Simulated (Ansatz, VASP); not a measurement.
# Two plane-wave programs on CoO

File INCAR:

```
  ALGO = Normal
  EDIFF = 1E-7
  ENCUT = 520
  ISIF = 2
  ISMEAR = -1
  ISPIN = 2
  LASPH = T
  LCHARG = F
  LMAXMIX = 4
  LORBIT = 11
  LREAL = F
  LWAVE = F
  MAGMOM = 2 2 0 0
  NBANDS = 27
  NELM = 150
  PREC = Accurate
  SIGMA = 0.05
```

Contents of KPOINTS:

```
k-points
0
Gamma
  10 10 5
```

The input POSCAR:

```
CoO
1.0
    3.1976457435      0.0000000000      0.0000000000
   -1.5988228718      2.7692424462      0.0000000000
    0.0000000000      0.0000000000      5.2287097100
Co O
2 2
Direct
    0.3333333333      0.6666666667      0.5033624100
    0.0000000000      0.0000000000      0.0034741400
    0.3333333333      0.6666666667      0.8715556000
    0.0000000000      0.0000000000      0.3716088500
```

The input input.yaml:

```yaml
crystal:
  lattice:
    - [3.1976457435, 0.0, 0.0]
    - [-1.5988228718, 2.7692424462, 0.0]
    - [0.0, 0.0, 5.22870971]
  atoms:
    - { symbol: Co, position: [0.3333333333, 0.6666666667, 0.50336241], spin: 2.0 }
    - { symbol: Co, position: [0.0, 0.0, 0.00347414], spin: 2.0 }
    - { symbol: O, position: [0.3333333333, 0.6666666667, 0.8715556] }
    - { symbol: O, position: [0.0, 0.0, 0.37160885] }
hamiltonian:
  xc: lda
  pseudopotentials: { kind: paw }
magnetization:
  spin_polarized: true
kpoints:
  mp_grid: { grid: [10, 10, 5] }
  band_path:
    path:
      - [[0.0, 0.0, 0.0], [0.5, 0.0, 0.0], [0.3333333333, 0.3333333333, 0.0], [0.0, 0.0, 0.0], [0.0, 0.0, 0.5], [0.5, 0.0, 0.5], [0.3333333333, 0.3333333333, 0.5], [0.0, 0.0, 0.5]]
      - [[0.5, 0.0, 0.5], [0.5, 0.0, 0.0]]
      - [[0.3333333333, 0.3333333333, 0.0], [0.3333333333, 0.3333333333, 0.5]]
    npoints: 14
scf:
  occupations: { method: fermi_dirac, width: 0.05 }
  n_extra_bands: 10
output:
  forces: true
  stress: true
  eigenvalues: true
  fatbands: true
```

Alike in both runs: functional LDA; k mesh 10 × 10 × 5; occupations fermi-dirac, width 0.05 eV; collinear spin.

|  | VASP | Ansatz |
| --- | --- | --- |
| version | VASP 6.6.1 | Ansatz 0.2.0 |
| potentials or method | VASP PAW LDA potentials, release 64 (Co, O) | Ansatz PAW |
| plane-wave cutoff (eV) | 520 | 420 |
| valence electrons in the cell | 30 | 46 |
| task | single point | band structure |

```csv
,VASP,Ansatz,Ansatz less VASP
gap on the k mesh at the Fermi level (eV),none,none,-
pressure (GPa),-16.3,-18.0,-1.73
"traceless stress, the component that is largest in VASP (GPa)",2.66,1.71,-0.949
rms of the force components (eV/Å),0.139,0.026,-0.1127
net moment per atom (μB),1.32,0.00,-1.323
size of the moment on the site where the two differ most (μB),2.27,1.98,-0.294
```

The net moments are unlike, so the other rows may belong to different states. LDA's correlation is that of Perdew and Zunger in VASP and of Perdew and Wang (1992) in Ansatz. Site moments also hang on the region over which each program counts them. Atom by atom the forces differ by 0.164 eV/Å (rms over components). A gap of «none» marks a metal or a gap that the smearing closes. VASP's potentials hold 30 valence electrons a cell and Ansatz's 46, so a difference there can come from the potentials and not from the codes.
